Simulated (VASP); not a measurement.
# SnO2 (P6_3/mmc) in VASP: further runs

The runs below take SnO2 through single point, with PBEsol+D4.

All numbers are computed with VASP 6.6.1; they aren't measurements. Logs are shortened: lines on timing, memory, paths and dates and some standing lists are left out, and cuts for length are marked.

## 1. The cell of the first run

It takes space group P6_3/mmc (No. 194, hexagonal). Conventional cell: a = 3.165 Å, b = 3.165 Å, c = 10.570 Å, α = 90.00°, β = 90.00°, γ = 120.00°. Within 2.8 Å of Sn (site symmetry -3m) lie 6 O at 2.08 Å. O (site symmetry 3m) has 3 Sn at 2.08 Å and 3 O at 2.70 Å within 2.8 Å.

## 2. Single point, PBEsol+D4

Input file INCAR:

```
SYSTEM = SnO2
PREC = Accurate ; ENCUT = 520
EDIFF = 1E-6 ; ISMEAR = 0
SIGMA = 0.01 ; LREAL = .False.
LASPH = .True. ; NELM = 100
ALGO = Normal ; ISIF = 2
LWAVE = .False. ; LCHARG = .False.
GGA = PS ; IVDW = 13
NBANDS = 35
```

Input file KPOINTS:

```
regular mesh
0
Gamma
  12 12 2
  0 0 0
```

Input file POSCAR:

```
SnO2
1.0
    3.1646312911      0.0000000000      0.0000000000
   -1.5823156455      2.7406468315      0.0000000000
    0.0000000000      0.0000000000     10.5702826813
Sn O
2 4
Direct
    0.0000000000      0.0000000000      0.5000000000
    0.0000000000      0.0000000000      0.0000000000
    0.6666666667      0.3333333333      0.4058600000
    0.6666666667      0.3333333333      0.0941400000
    0.3333333333      0.6666666667      0.5941400000
    0.3333333333      0.6666666667      0.9058600000
```

Potentials or basis: VASP PAW PBE potentials, release 64 (Sn_d, O).

Started as:

```bash
$ cat potpaw_PBE.64/Sn_d/POTCAR potpaw_PBE.64/O/POTCAR > POTCAR
$ mpirun -np 1 vasp_std > vasp.out
```

OUTCAR:

```text
SYSTEM = SnO2
   PREC = Accurate
   ENCUT = 520
   EDIFF = 1E-6
   ISMEAR = 0
   LREAL = .False.
   LASPH = .True.
   NELM = 100
   ISIF = 2
   GGA = PS
   IVDW = 13

 ion  position               nearest neighbor table
   1  0.000  0.000  0.500-   5 2.08   3 2.08   5 2.08   3 2.08   3 2.08   5 2.08
   2  0.000  0.000  0.000-   6 2.08   4 2.08   6 2.08   4 2.08   4 2.08   6 2.08
   3  0.667  0.333  0.406-   1 2.08   1 2.08   1 2.08
   4  0.667  0.333  0.094-   2 2.08   2 2.08   2 2.08
   5  0.333  0.667  0.594-   1 2.08   1 2.08   1 2.08
   6  0.333  0.667  0.906-   2 2.08   2 2.08   2 2.08

  LATTYP: Found a hexagonal cell.
 ALAT       =     3.1646312911
 C/A-ratio  =     3.3401308743

  Lattice vectors:

 A1 = (   3.1646312911,   0.0000000000,   0.0000000000)
 A2 = (  -1.5823156455,   2.7406468315,   0.0000000000)
 A3 = (   0.0000000000,   0.0000000000,  10.5702826813)

Analysis of symmetry for initial positions (statically):
=====================================================================
 Subroutine PRICEL returns:
 Original cell was already a primitive cell.

 Routine SETGRP: Setting up the symmetry group for a
 hexagonal supercell.

 Subroutine GETGRP returns: Found 24 space group operations
 (whereof 12 operations were pure point group operations)
 out of a pool of 24 trial point group operations.

The static configuration has the point symmetry D_3d.
 The point group associated with its full space group is D_6h.

Analysis of symmetry for dynamics (positions and initial velocities):
=====================================================================
 Subroutine PRICEL returns:
 Original cell was already a primitive cell.

 Routine SETGRP: Setting up the symmetry group for a
 hexagonal supercell.

 Subroutine GETGRP returns: Found 24 space group operations
 (whereof 12 operations were pure point group operations)
 out of a pool of 24 trial point group operations.

The dynamic configuration has the point symmetry D_3d.
 The point group associated with its full space group is D_6h.

 Subroutine INISYM returns: Found 24 space group operations
 (whereof 12 operations are pure point group operations),
 and found     1 'primitive' translations

----------------------------------------------------------------------------------------

                                     Primitive cell

  volume of cell :      91.6775

  direct lattice vectors                    reciprocal lattice vectors
     3.164631291  0.000000000  0.000000000     0.315992578  0.182438684  0.000000000
    -1.582315646  2.740646831  0.000000000     0.000000000  0.364877367  0.000000000
     0.000000000  0.000000000 10.570282681     0.000000000  0.000000000  0.094604849

  length of vectors
     3.164631291  3.164627602 10.570282681     0.364876942  0.364877367  0.094604849

  position of ions in fractional coordinates (direct lattice)
     0.000000000  0.000000000  0.500000000
     0.000000000  0.000000000  0.000000000
     0.666666667  0.333333333  0.405860000
     0.666666667  0.333333333  0.094140000
     0.333333333  0.666666667  0.594140000
     0.333333333  0.666666667  0.905860000

  ion indices of the primitive-cell ions
   primitive index   ion index
                 1           1
                 2           2
                 3           3
                 4           4
                 5           5
                 6           6

----------------------------------------------------------------------------------------

 KPOINTS: regular mesh

Automatic generation of k-mesh.
 Grid dimensions read from file:
 generate k-points for:   12   12    2

 Generating k-lattice:

  Cartesian coordinates                     Fractional coordinates (reciprocal lattice)
     0.026332715  0.015203224  0.000000000     0.083333333  0.000000000  0.000000000
     0.000000000  0.030406447  0.000000000     0.000000000  0.083333333  0.000000000
     0.000000000  0.000000000  0.047302425     0.000000000  0.000000000  0.500000000

  Length of vectors
     0.030406412  0.030406447  0.047302425

  Shift w.r.t. Gamma in fractional coordinates (k-lattice)
     0.000000000  0.000000000  0.000000000

 Subroutine IBZKPT returns following result:
 ===========================================

 Found     38 irreducible k-points:

 Following reciprocal coordinates:
            Coordinates               Weight
  0.000000  0.000000  0.000000      1.000000
  0.083333 -0.000000  0.000000      6.000000
  0.166667  0.000000  0.000000      6.000000
  0.250000  0.000000  0.000000      6.000000
  0.333333  0.000000  0.000000      6.000000
  0.416667  0.000000  0.000000      6.000000
[... 16 lines left out ...]
  0.250000  0.000000  0.500000      6.000000
  0.333333  0.000000  0.500000      6.000000
 [... further k-points ...]
   k-points           NKPTS =     38   k-points in BZ     NKDIM =     38   number of bands    NBANDS=     35
   number of dos      NEDOS =    301   number of ions     NIONS =      6
[... 32 lines left out ...]
   EFERMI_NEDOS =   21; number of points for ismear=-14 and -15
   IALGO  =     38    algorithm
   IMIX   =      4    mixing-type and parameters
     AMIX     =   0.40;   BMIX     =  1.00
     AMIX_MAG =   1.60;   BMIX_MAG =  1.00
  volume/ion in A,a.u.               =      15.28       103.11
  Fermi-wavevector in a.u.,A,eV,Ry     =   1.355153  2.560868 24.986280  1.836440
  Thomas-Fermi vector in A             =   2.482265
   LORBIT       =      0    0 simple, 1 ext, 2 COOP (PROOUT), +10 PAW based schemes
   GGA     = PS    functional components
   LHFCALC =     F    Hartree Fock is set to
   AEXX    =    0.0000 exact exchange contribution
   IVDW    =    13    specifies the selected vdW correction
   LEPSILON=     F    determine dielectric tensor
   LRPA    =     F    only Hartree local field effects (RPA)
 non-spin polarized calculation
 Gauss-broadening in eV      SIGMA  =   0.01
  energy-cutoff  :      520.00
  volume of cell :       91.68
 maximum number of plane-waves:      2488
 NGX is ok and might be reduce to    24
   NGX = 11   NGY = 11   NGZ = 39

 number of electron      51.9999991 magnetization

 Free energy of the ion-electron system (eV)
  ---------------------------------------------------
  ext. energy  EPLUGINS =         0.00000000
  ---------------------------------------------------
  free energy    TOTEN  =       -38.49915269 eV

  energy without entropy =      -38.49915269  energy(sigma->0) =      -38.49915269

 E-fermi :   2.6004     XC(G=0):  -9.6448

 val. band max:        2.5467680083   @ k =   0.2500   0.2500   0.0000
 cond. band min:       4.9726323208   @ k =   0.0000   0.0000   0.0000
 fundamental gap:      2.4258643125
 Fermi energy:         2.6004358604

 k-point     1 :       0.0000    0.0000    0.0000
  band No.  band energies     occupation
      1     -17.4521      2.00000
      2     -17.4500      2.00000
      3     -17.1078      2.00000
      4     -17.1078      2.00000
      5     -17.1077      2.00000
      6     -17.1077      2.00000
[... 27 lines left out ...]
     34      14.0623      0.00000
     35      14.1298      0.00000

 k-point     2 :       0.0833   -0.0000    0.0000
  band No.  band energies     occupation
      1     -17.4112      2.00000
      2     -17.4093      2.00000
      3     -17.1805      2.00000
      4     -17.1798      2.00000
      5     -17.0892      2.00000
      6     -17.0892      2.00000
[... 27 lines left out ...]
     34      14.0199      0.00000
     35      14.2308      0.00000

 k-point     3 :       0.1667    0.0000    0.0000
  band No.  band energies     occupation
      1     -17.4360      2.00000
      2     -17.4338      2.00000
      3     -17.2434      2.00000
      4     -17.2420      2.00000
      5     -17.0428      2.00000
      6     -17.0427      2.00000
[... 27 lines left out ...]
     34      13.9895      0.00000
     35      14.6719      0.00000
[... 723 lines left out ...]
 k-point    23 :       0.2500    0.0000    0.5000
  band No.  band energies     occupation
      1     -17.6746      2.00000
      2     -17.6746      2.00000
      3     -17.1148      2.00000
      4     -17.1148      2.00000
      5     -16.9972      2.00000
      6     -16.9972      2.00000
[... 27 lines left out ...]
     34      13.9669      0.00000
     35      15.1836      0.00000

 k-point    24 :       0.3333    0.0000    0.5000
  band No.  band energies     occupation
      1     -17.8965      2.00000
      2     -17.8965      2.00000
      3     -17.0424      2.00000
      4     -17.0424      2.00000
      5     -16.9795      2.00000
      6     -16.9795      2.00000
[... 27 lines left out ...]
     34      14.2170      0.00000
     35      15.1701      0.00000

 [... further k-points ...]

------------------------ aborting loop because EDIFF is reached ----------------------------------------

  DFT-D4 for vdW energy calculation

  Edisp (eV):   -0.70995

  FORCE on cell =-STRESS in cart. coord.  units (eV):
  Direction    XX          YY          ZZ          XY          YZ          ZX
  --------------------------------------------------------------------------------------
  -------------------------------------------------------------------------------------
  Total       2.45608     2.45607     1.05825     0.00000    -0.00000     0.00000
  in kB      42.92301    42.92288    18.49420     0.00000    -0.00000     0.00000
  external pressure =       34.78 kB  Pullay stress =        0.00 kB

 VOLUME and BASIS-vectors are now :
 -----------------------------------------------------------------------------
  energy-cutoff  :      520.00
  volume of cell :       91.68
      direct lattice vectors                 reciprocal lattice vectors
     3.164631291  0.000000000  0.000000000     0.315992578  0.182438684  0.000000000
    -1.582315646  2.740646831  0.000000000     0.000000000  0.364877367  0.000000000
     0.000000000  0.000000000 10.570282681     0.000000000  0.000000000  0.094604849

 POSITION                                       TOTAL-FORCE (eV/Angst)
 -----------------------------------------------------------------------------------
      0.00000      0.00000      5.28514         0.000000      0.000000      0.000000
      0.00000      0.00000      0.00000         0.000000      0.000000      0.000000
      1.58232      0.91355      4.29005        -0.000000     -0.000000     -0.376972
      1.58232      0.91355      0.99509         0.000000     -0.000000      0.376972
     -0.00000      1.82710      6.28023         0.000000      0.000000      0.376972
     -0.00000      1.82710      9.57520        -0.000000      0.000000     -0.376972
 -----------------------------------------------------------------------------------
    total drift:                               -0.000000      0.000000     -0.000000

  FREE ENERGIE OF THE ION-ELECTRON SYSTEM (eV)
  ---------------------------------------------------
  free  energy   TOTEN  =       -39.2091027582 eV

  energy  without entropy=      -39.2091027582  energy(sigma->0) =      -39.20910276
```

It took 86 s on 1 thread of AMD EPYC 9R45 (Zen 5), shared host; peak memory 0.22 GiB.

What came out:

| Item | Value |
| --- | --- |
| Free energy | -39.2091 eV |
| Pressure | 3.5 GPa |
| Largest force | 0.377 eV/Å |
| Band gap on the k mesh | 2.43 eV (least direct gap 2.93 eV) |
| Dispersion energy per atom | -0.118 eV |

Forces on the atoms (eV/Å):
```
Sn   0.000  0.000  0.000
Sn   0.000  0.000  0.000
O    0.000  0.000 -0.377
O    0.000  0.000  0.377
O    0.000  0.000  0.377
O    0.000  0.000 -0.377
```

Stress tensor (GPa, compression positive):
```
4.29 0.00 0.00
0.00 4.29 0.00
0.00 0.00 1.85
```

Caveat: the cell stands under pressure; the PAW data sets were made with another functional, which shifts forces and pressure a little; spin-orbit coupling is left out, which moves the levels of the heavy elements.

## 3. Single point, PBEsol+D4

This run uses another cell than the first one, of 15.60 Å³/atom.

Input file INCAR:

```
PREC     = Accurate       # precision mode
ENCUT    = 520            # plane-wave cutoff, eV
EDIFF    = 1E-7           # SCF threshold, eV
ISMEAR   = 0              # smearing method
SIGMA    = 0.01           # smearing width, eV
LREAL    = F              # projectors in reciprocal space
LASPH    = T              # aspherical terms in the spheres
NELM     = 60             # most SCF steps
ALGO     = Normal         # electronic algorithm
ISIF     = 2              # what is computed and relaxed
LWAVE    = F              # write WAVECAR
LCHARG   = F              # write CHGCAR
GGA      = PS             # functional
IVDW     = 13             # dispersion correction
NBANDS   = 35             # bands
```

Input file KPOINTS:

```
Automatic mesh
0
Gamma
  12 12 2
```

POSCAR, as its differences from that of step 2:

```diff
@@ -2,5 +2,5 @@
 1.0
-    3.1646312911      0.0000000000      0.0000000000
-   -1.5823156455      2.7406468315      0.0000000000
-    0.0000000000      0.0000000000     10.5702826813
+    3.1869181612      0.0000000000      0.0000000000
+   -1.5934590806      2.7599477972      0.0000000000
+    0.0000000000      0.0000000000     10.6447237443
 Sn O
```

Potentials or basis: VASP PAW PBE potentials, release 64 (Sn_d, O).

Started as:

```bash
$ cat potpaw_PBE.64/Sn_d/POTCAR potpaw_PBE.64/O/POTCAR > POTCAR
$ mpirun -np 1 vasp_std > vasp.out
```

It took 88 s on 1 thread of AMD EPYC 9R45 (Zen 5), shared host; peak memory 0.22 GiB.

It converged, with:

```
Free energy                : -39.2342 eV
Pressure                   : 0.3 GPa
Largest force              : 0.118 eV/Å
Band gap on the k mesh     : 2.29 eV (least direct gap 2.76 eV)
Dispersion energy per atom : -0.116 eV
```

Forces on the atoms (eV/Å):
```
Sn   0.000  0.000  0.000
Sn   0.000  0.000  0.000
O    0.000  0.000 -0.118
O    0.000  0.000  0.118
O    0.000  0.000  0.118
O    0.000  0.000 -0.118
```

Stress tensor (GPa, compression positive):
```
0.47 0.00 0.00
0.00 0.47 0.00
0.00 0.00 0.00
```

Levels at points of the mesh, in eV from the valence-band top:
| k point | band 22 | band 23 | band 24 | band 25 | band 26 | band 27 | band 28 | band 29 | band 30 | band 31 |
| --- | --- | --- | --- | --- | --- | --- | --- | --- | --- | --- |
| (0.00, 0.00, 0.00) | -0.89 | -0.89 | -0.87 | -0.87 | -0.47 | 2.29 | 3.05 | 5.52 | 5.87 | 10.33 |
| (0.50, 0.00, 0.00) | -1.22 | -0.55 | -0.51 | -0.49 | -0.09 | 5.41 | 5.56 | 7.05 | 7.67 | 10.07 |
| (0.00, 0.00, 0.50) | -0.88 | -0.88 | -0.88 | -0.81 | -0.81 | 2.68 | 2.68 | 5.71 | 5.71 | 10.35 |
| (0.50, 0.00, 0.50) | -1.39 | -0.53 | -0.53 | -0.27 | -0.27 | 5.48 | 5.48 | 7.34 | 7.34 | 10.26 |

Caveat: the PAW data sets were made with another functional, which shifts forces and pressure a little; spin-orbit coupling is left out, which moves the levels of the heavy elements. A k mesh can miss the band edges.

## 4. Single point, PBEsol+D4

This run uses another cell than the first one, of 15.93 Å³/atom.

Input file INCAR:

```
SYSTEM = SnO2
PREC = Accurate ; ENCUT = 520
EDIFF = 1E-7 ; ISMEAR = 0
SIGMA = 0.01 ; LREAL = .FALSE.
LASPH = .TRUE. ; NELM = 60
ALGO = Normal ; ISIF = 2
LWAVE = .FALSE. ; LCHARG = .TRUE.
GGA = PS ; IVDW = 13
LELF = .TRUE. ; LVHAR = .TRUE.
NBANDS = 35
```

Input file KPOINTS:

```
regular mesh
0
G
  12 12 2
  0 0 0
```

POSCAR, as its differences from that of step 3:

```diff
@@ -2,5 +2,5 @@
 1.0
-    3.1869181612      0.0000000000      0.0000000000
-   -1.5934590806      2.7599477972      0.0000000000
-    0.0000000000      0.0000000000     10.6447237443
+    3.2088976017      0.0000000000      0.0000000000
+   -1.6044488009      2.7789825215      0.0000000000
+    0.0000000000      0.0000000000     10.7181379521
 Sn O
```

Started as:

```bash
$ cat potpaw_PBE.64/Sn_d/POTCAR potpaw_PBE.64/O/POTCAR > POTCAR
$ mpirun -np 1 vasp_std > vasp.out
```

It took 83 s on 1 thread of AMD EPYC 9R45 (Zen 5), shared host; peak memory 0.23 GiB.

Results (log left out):

* Free energy: -39.2229 eV
* Pressure: -2.5 GPa
* Largest force: 0.119 eV/Å
* Band gap on the k mesh: 2.17 eV (least direct gap 2.60 eV)
* Dispersion energy per atom: -0.113 eV

Forces in eV/Å, atoms in the order of the input:
```
Sn   0.000  0.000  0.000
Sn   0.000  0.000  0.000
O    0.000  0.000  0.119
O    0.000  0.000 -0.119
O    0.000  0.000 -0.119
O    0.000  0.000  0.119
```

Stress tensor (GPa, compression positive):
```
-2.91  0.00  0.00
 0.00 -2.91  0.00
 0.00  0.00 -1.63
```

Levels at points of the mesh, in eV from the valence-band top:
```csv
k point,band 24,band 25,band 26,band 27,band 28,band 29
"(0.00, 0.00, 0.00)",-0.87,-0.87,-0.44,2.17,2.89,5.42
"(0.50, 0.00, 0.00)",-0.52,-0.47,-0.09,5.22,5.36,6.94
"(0.00, 0.00, 0.50)",-0.88,-0.76,-0.76,2.54,2.54,5.59
"(0.50, 0.00, 0.50)",-0.54,-0.26,-0.26,5.29,5.29,7.23
```

Caveat: the PAW data sets were made with another functional, which shifts forces and pressure a little; spin-orbit coupling is left out, which moves the levels of the heavy elements. A k mesh can miss the band edges.

## 5. Single point, PBEsol+D4

This run uses another cell than the first one, of 16.25 Å³/atom.

Input file INCAR:

```
PREC = Accurate
ENCUT = 520
EDIFF = 1E-6
ISMEAR = 0
SIGMA = 0.01
LREAL = F
LASPH = T
NELM = 60
ALGO = Normal
ISIF = 2
LWAVE = F
LCHARG = F
GGA = PS
IVDW = 13
NBANDS = 35
```

Input file KPOINTS:

```
regular mesh
0
Gamma
  12 12 2
```

POSCAR, as its differences from that of step 4:

```diff
@@ -2,5 +2,5 @@
 1.0
-    3.2088976017      0.0000000000      0.0000000000
-   -1.6044488009      2.7789825215      0.0000000000
-    0.0000000000      0.0000000000     10.7181379521
+    3.2305800000      0.0000000000      0.0000000000
+   -1.6152900000      2.7977600000      0.0000000000
+    0.0000000000      0.0000000000     10.7905600000
 Sn O
```

Started as:

```bash
$ cat potpaw_PBE.64/Sn_d/POTCAR potpaw_PBE.64/O/POTCAR > POTCAR
$ mpirun -np 1 vasp_std > vasp.out
```

Wall time 83 s (1 thread of AMD EPYC 9R45 (Zen 5), shared host); peak memory 0.23 GiB.

It converged, with:

```yaml
Free_energy: -39.1796 eV
Pressure: -5.0 GPa
Largest_force: 0.335 eV/Å
Band_gap_on_the_k_mesh: 2.05 eV (least direct gap 2.45 eV)
Dispersion_energy_per_atom: -0.111 eV
```

Forces on the atoms (eV/Å):
```
Sn   0.000  0.000  0.000
Sn   0.000  0.000  0.000
O    0.000  0.000  0.335
O    0.000  0.000 -0.335
O    0.000  0.000 -0.335
O    0.000  0.000  0.335
```

Stress tensor (GPa, compression positive):
```
-5.92  0.00  0.00
 0.00 -5.92  0.00
 0.00  0.00 -3.07
```

Levels at points of the mesh, in eV from the valence-band top:
```csv
k point,band 24,band 25,band 26,band 27,band 28,band 29
"(0.00, 0.00, 0.00)",-0.88,-0.88,-0.41,2.05,2.75,5.31
"(0.50, 0.00, 0.00)",-0.53,-0.46,-0.09,5.04,5.16,6.84
"(0.00, 0.00, 0.50)",-0.89,-0.72,-0.72,2.41,2.41,5.49
"(0.50, 0.00, 0.50)",-0.54,-0.26,-0.26,5.10,5.10,7.11
```

Caveat: the cell stands under tension; the PAW data sets were made with another functional, which shifts forces and pressure a little; spin-orbit coupling is left out, which moves the levels of the heavy elements. A k mesh can miss the band edges.

## 6. Overview

```csv
cell,gap on the mesh (eV),pressure (GPa),largest force (eV/Å)
"a = 3.165, b = 3.165, c = 10.570 Å, angles 90.0, 90.0, 120.0°, 6 atoms",2.43,3.5,0.38
"a = 3.187, b = 3.187, c = 10.645 Å, angles 90.0, 90.0, 120.0°, 6 atoms",2.29,0.3,0.12
"a = 3.209, b = 3.209, c = 10.718 Å, angles 90.0, 90.0, 120.0°, 6 atoms",2.17,-2.5,0.12
"a = 3.231, b = 3.231, c = 10.791 Å, angles 90.0, 90.0, 120.0°, 6 atoms",2.05,-5.0,0.33
```

Alike in all rows: task single point; level PBEsol+D4; potentials or basis VASP PAW PBE potentials, release 64 (Sn_d, O); no spin polarisation; k mesh 12 × 12 × 2; cutoff (eV) 520; smearing gaussian 0.01 eV.

Caveats: the PAW data sets were made with another functional, which shifts forces and pressure a little; spin-orbit coupling is left out, which moves the levels of the heavy elements; the cell stands under pressure (at least some runs); the cell stands under tension (at least some runs).

Absolute energies hang on the potentials; compare differences alone.
